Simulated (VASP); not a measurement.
Here is a VASP 6.6.1 calculation.

INCAR

```
PREC = Accurate ; ENCUT = 520
EDIFF = 1E-6 ; ISMEAR = 0
SIGMA = 0.15 ; LREAL = F
LASPH = T ; NELM = 80
ALGO = Fast ; ISIF = 2
LWAVE = F ; LCHARG = F
GGA = PS ; NBANDS = 24
```

KPOINTS

```
regular mesh
0
Gamma
  14 14 14
```

The input POSCAR:

```
AlNi3
1.0
   -0.0659418998      2.7047261579      2.7047261579
    2.7047261579     -0.0659418998      2.7047261579
    2.7047261579      2.7047261579     -0.0659418998
Al Ni
1 3
Direct
    0.5000000000      0.5000000000      0.5000000000
    0.2500000000      0.2500000000      0.2500000000
    0.0000000000      0.0000000000      0.0000000000
    0.7500000000      0.7500000000      0.7500000000
```

Potentials or basis: VASP PAW PBE potentials, release 64 (Al, Ni).

Run with:

```bash
$ cat potpaw_PBE.64/Al/POTCAR potpaw_PBE.64/Ni/POTCAR > POTCAR
$ mpirun -np 1 vasp_std > vasp.out
```

(1) Predict the band gap on the k mesh.

(2) What does it give for the pressure?

(3) What does it give for the largest force?

## Answers

(1) zero (an odd number of electrons rules out a gap without spin polarisation).

(2) 15.8 GPa.

(3) 0.063 eV/Å.

Caveat: the cell stands under pressure; the PAW data sets were made with another functional, which shifts forces and pressure a little.
